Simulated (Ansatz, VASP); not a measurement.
**BAs in VASP and in Ansatz**

```
CELL_PARAMETERS angstrom
0.00000 2.45582 2.25935
2.45582 0.00000 2.25935
2.45582 2.45582 0.00000
ATOMIC_POSITIONS crystal
B 0.00000 0.00000 0.00000
As 0.75000 0.75000 0.75000
```

Alike in both runs: task single point; functional PBEsol; k mesh 12 × 12 × 12; occupations gaussian, width 0.05 eV; no spin polarisation.

|  | VASP | Ansatz |
| --- | --- | --- |
| version | VASP 6.6.1 | Ansatz 0.2.0 |
| potentials or method | VASP PAW PBE potentials, release 64 (B, As), cutoff 520 eV | scalar-relativistic, plane waves, PAW |
| valence electrons in the cell | 8 | 18 |

Ansatz gave:

| Item | Value |
| --- | --- |
| gap on the k mesh at the Fermi level (eV) | none |
| pressure (GPa) | -0.9 |
| traceless stress, the component that is largest in VASP (GPa) | 9.84 |

Task: Estimate VASP's values.

Result: gap on the k mesh at the Fermi level (eV): none; pressure (GPa): -0.1; traceless stress, the component that is largest in VASP (GPa): 9.77.

VASP's potentials were made for PBE, not for PBEsol. A gap of «none» marks a metal or a gap that the smearing closes. VASP's potentials hold 8 valence electrons a cell and Ansatz's 18, so a difference there can come from the potentials and not from the codes.
